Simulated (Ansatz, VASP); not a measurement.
## Ga2AsP: VASP beside Ansatz

```
Ga P As
1.0
     3.74696    0.00000    0.00000
     0.00000    3.86868    0.00000
     0.00000    0.00000   17.00000
Ga P As
2 1 1
Direct
  0.00000 0.50000 0.50495
  0.50000 0.00000 0.50352
  0.00000 0.00000 0.57080
  0.50000 0.50000 0.42920
```

Alike in both runs: task single point; functional PBE; k mesh 4 × 4 × 1; occupations gaussian, width 0.1 eV; no spin polarisation.

|  | VASP | Ansatz |
| --- | --- | --- |
| version | VASP 6.6.1 | Ansatz 0.2.0 |
| potentials or method | VASP PAW PBE potentials, release 64 (Ga_d, P, As), cutoff 520 eV | scalar-relativistic, plane waves, PAW |
| valence electrons in the cell | 36 | 46 |

Ansatz gave:

- gap on the k mesh at the Fermi level (eV): 0.17
- least direct gap on the mesh (eV): 0.17
- rms of the force components (eV/Å): 2.151

Task: Which values does VASP return?

Result: gap on the k mesh at the Fermi level (eV): 0.17; least direct gap on the mesh (eV): 0.17; rms of the force components (eV/Å): 2.169.

Atom by atom the forces differ by 0.036 eV/Å (rms over components). With one functional, cell and mesh, what is left measures potentials, basis and numerics. VASP's potentials hold 36 valence electrons a cell and Ansatz's 46, so a difference there can come from the potentials and not from the codes. Ansatz's warnings: slab cell height set.
